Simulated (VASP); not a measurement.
Set up this calculation in VASP 6.6.1, as the native input.

```yaml
Task: single point
Functional: PBE
Potentials_or_basis: VASP PAW PBE potentials, release 64 (C)
Cutoff: 520 eV
k_mesh: 8 × 8 × 8
Occupations: gaussian, width 0.1 eV
Spin: no spin polarisation
Dipole_correction: no
Further_INCAR_settings: ALGO = Normal; EDIFF = 1e-06; NBANDS = 8
```

The structure of C lies in POSCAR:

```
C
1.0
    0.0000000000      1.5528606877      1.5528606877
    1.5528606877      0.0000000000      1.5528606877
    1.5528606877      1.5528606877      0.0000000000
C
1
Direct
    0.0000000000      0.0000000000      0.0000000000
```

These files were run (other wordings do the same):

INCAR

```
  PREC = Accurate
  ENCUT = 520
  EDIFF = 1E-6
  ISMEAR = 0
  SIGMA = 0.1
  LREAL = F
  LASPH = T
  NELM = 60
  ALGO = Normal
  ISIF = 2
  LWAVE = F
  LCHARG = F
  GGA = PE
  NBANDS = 8
```

KPOINTS

```
Automatic mesh
0
Gamma
  8 8 8
```

Potentials or basis: VASP PAW PBE potentials, release 64 (C).

The run is started by

```bash
$ cat potpaw_PBE.64/C/POTCAR > POTCAR
$ mpirun -np 1 vasp_std > vasp.out
```

Results of the run:

| Item | Value |
| --- | --- |
| Pressure | -0.3 GPa |
| Band gap on the k mesh | zero (bands 2 and 3 overlap by 11.14 eV) |

Caveat: the k points lie up to 0.44 Å⁻¹ apart, too coarse for converged energies and pressures of a metal.

Run time: 1.4 s on 1 thread of AMD EPYC 7R43 64-Core Processor (Zen 3), on a shared host, peak memory 0.07 GiB.
